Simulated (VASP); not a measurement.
Crystal: P.

```
P
1.0
     2.38456    0.00000    0.00000
     0.00000    2.38456    0.00000
     0.00000    0.00000    2.58096
P
1
Direct
  0.00000 0.00000 0.50000
```

The cell was generated, and may not be a known phase.

```yaml
Program: VASP 6.6.1
Task: relaxation of cell and atoms
Functional: PBE
Potentials_or_basis: VASP PAW PBE potentials, release 64 (P)
Cutoff: 600 eV
k_mesh: 8 × 8 × 6
Occupations: gaussian, width 0.1 eV
Spin: no spin polarisation
```

At the start: pressure 0.2 GPa; volume 14.68 Å³/atom.

Task: How do energy, volume and symmetry change on relaxing?

Result: Over 9 steps the energy falls by 74.5 meV/atom and the volume is 14.77 Å³/atom (+0.6 %); space group P4/mmm (No. 123, to 0.1 Å) before and after.

The path:
| step | energy change (eV) | largest force (eV/Å) | pressure (GPa) | volume (Å³) |
| --- | --- | --- | --- | --- |
| 1 | 0.0000 | 0.0000 | 0.16 | 14.68 |
| 2 | -0.0401 | 0.0000 | -1.10 | 14.69 |
| 3 | -0.0671 | 0.0000 | 1.59 | 14.65 |
| 4 | -0.0576 | 0.0000 | -0.46 | 14.69 |
| 5 | -0.0724 | 0.0000 | 0.51 | 14.67 |
| 6 | -0.0739 | 0.0000 | 0.97 | 14.66 |
| 7 | -0.0742 | 0.0000 | 0.82 | 14.67 |
| 8 | -0.0743 | 0.0000 | -0.78 | 14.87 |
| 9 | -0.0745 | 0.0000 | -0.01 | 14.77 |

Final structure:
```
P
1.0
     2.49839    0.00000    0.00000
     0.00000    2.49839    0.00000
     0.00000    0.00000    2.36620
P
1
Direct
  0.00000 0.00000 0.50000
```

Caveat: the k points lie up to 0.44 Å⁻¹ apart in the final cell, too coarse for converged energies and pressures of a metal; an odd number of electrons without spin polarisation forces a metal; a magnetic or distorted state may lie lower.
